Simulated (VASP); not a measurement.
Write the native input for VASP 6.6.1 that does the following.

| Property | Result |
| --- | --- |
| Task | single point |
| Functional | PBEsol |
| Potentials or basis | VASP PAW PBE potentials, release 64 (Ti_sv, Al) |
| Cutoff | 520 eV |
| k mesh | 18 × 18 × 18 |
| Occupations | gaussian, width 0.15 eV |
| Spin | no spin polarisation |
| Dipole correction | no |
| Further INCAR settings | ALGO = Fast; EDIFF = 1e-07; NBANDS = 18 |

The structure of TiAl3 lies in POSCAR:

```
TiAl3
1.0
   -1.9077740733      1.9077740733      4.2769968076
    1.9077740733     -1.9077740733      4.2769968076
    1.9077740733      1.9077740733     -4.2769968076
Ti Al
1 3
Direct
    0.0000000000      0.0000000000      0.0000000000
    0.4766191081      0.4766191081      0.0000000000
    0.7500000000      0.2500000000      0.5000000000
    0.2500000000      0.7500000000      0.5000000000
```

This cell differs from its parent crystal: atom 2 (Al) moved -0.200 Å along Cartesian [0 0 1].

One way to write it, as run:

INCAR

```
SYSTEM = TiAl3
  PREC = Accurate
  ENCUT = 520
  EDIFF = 1E-7
  ISMEAR = 0
  SIGMA = 0.15
  LREAL = .FALSE.
  LASPH = .TRUE.
  NELM = 60
  ALGO = Fast
  ISIF = 2
  LWAVE = .FALSE.
  LCHARG = .TRUE.
  GGA = PS
  LELF = .TRUE.
  LVHAR = .TRUE.
  NBANDS = 18
```

KPOINTS

```
Automatic mesh
0
G
  18 18 18
  0 0 0
```

Potentials or basis: VASP PAW PBE potentials, release 64 (Ti_sv, Al).

Run with:

```console
$ cat potpaw_PBE.64/Ti_sv/POTCAR potpaw_PBE.64/Al/POTCAR > POTCAR
$ mpirun -np 1 vasp_std > vasp.out
```

Results of the run:

```
Pressure               : 0.7 GPa
Largest force          : 0.883 eV/Å
Band gap on the k mesh : zero (an odd number of electrons rules out a gap without spin polarisation)
```

Caveat: the cell differs from its parent crystal (atom 2 (Al) moved -0.200 Å along Cartesian [0 0 1]); the PAW data sets were made with another functional, which shifts forces and pressure a little.

It took 71 min on 1 thread of AMD EPYC 7R13, with other jobs on the host, peak memory 0.65 GiB.
